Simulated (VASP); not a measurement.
Wanted: the native input for a VASP 6.6.1 run.

| Property | Result |
| --- | --- |
| Task | single point |
| Functional | PBE |
| Potentials or basis | VASP PAW PBE potentials, release 64 (Sn_d, O) |
| Cutoff | 520 eV |
| k mesh | 4 × 4 × 6 |
| Occupations | gaussian, width 0.01 eV |
| Spin | no spin polarisation |
| Dipole correction | no |
| Further INCAR settings | ALGO = Normal; EDIFF = 1e-07; NBANDS = 35 |

The structure of SnO2 (Cassiterite) lies in POSCAR:

```
SnO2
1.0
    4.5403494566      0.0000000000      0.0000000000
    0.0000000000      4.5403494566      0.0000000000
    0.0000000000      0.0000000000      3.0535718749
Sn O
2 4
Direct
    0.0000000000      0.0000000000      0.0000000000
    0.5000000000      0.5000000000      0.5000000000
    0.3071000000      0.3071000000      0.0000000000
    0.1929000000      0.8071000000      0.5000000000
    0.6929000000      0.6929000000      0.0000000000
    0.8071000000      0.1929000000      0.5000000000
```

These files were run (other wordings do the same):

INCAR

```
SYSTEM = SnO2
PREC     = Accurate       ! precision mode
ENCUT    = 520            ! plane-wave cutoff, eV
EDIFF    = 1E-7           ! SCF threshold, eV
ISMEAR   = 0              ! smearing method
SIGMA    = 0.01           ! smearing width, eV
LREAL    = .FALSE.        ! projectors in reciprocal space
LASPH    = .TRUE.         ! aspherical terms in the spheres
NELM     = 80             ! most SCF steps
ALGO     = Normal         ! electronic algorithm
ISIF     = 2              ! what is computed and relaxed
LWAVE    = .FALSE.        ! write WAVECAR
LCHARG   = .TRUE.         ! write CHGCAR
GGA      = PE             ! functional
LELF     = .TRUE.         ! ELF
LVHAR    = .TRUE.       
NBANDS   = 35             ! bands
```

KPOINTS

```
regular mesh
0
G
  4 4 6
  0 0 0
```

Potentials or basis: VASP PAW PBE potentials, release 64 (Sn_d, O).

The run is started by

```console
$ cat potpaw_PBE.64/Sn_d/POTCAR potpaw_PBE.64/O/POTCAR > POTCAR
$ mpirun -np 1 vasp_std > vasp.out
```

Results of the run:

* Pressure: 51.9 GPa
* Largest force: 0.935 eV/Å
* Band gap on the k mesh: 2.88 eV, direct

Caveat: spin-orbit coupling is left out, which moves the levels of the heavy elements.

Wall time 54 s on 1 thread of Intel(R) Xeon(R) Platinum 8375C CPU @ 2.90GHz (Ice Lake), on a shared host, peak memory 0.19 GiB.
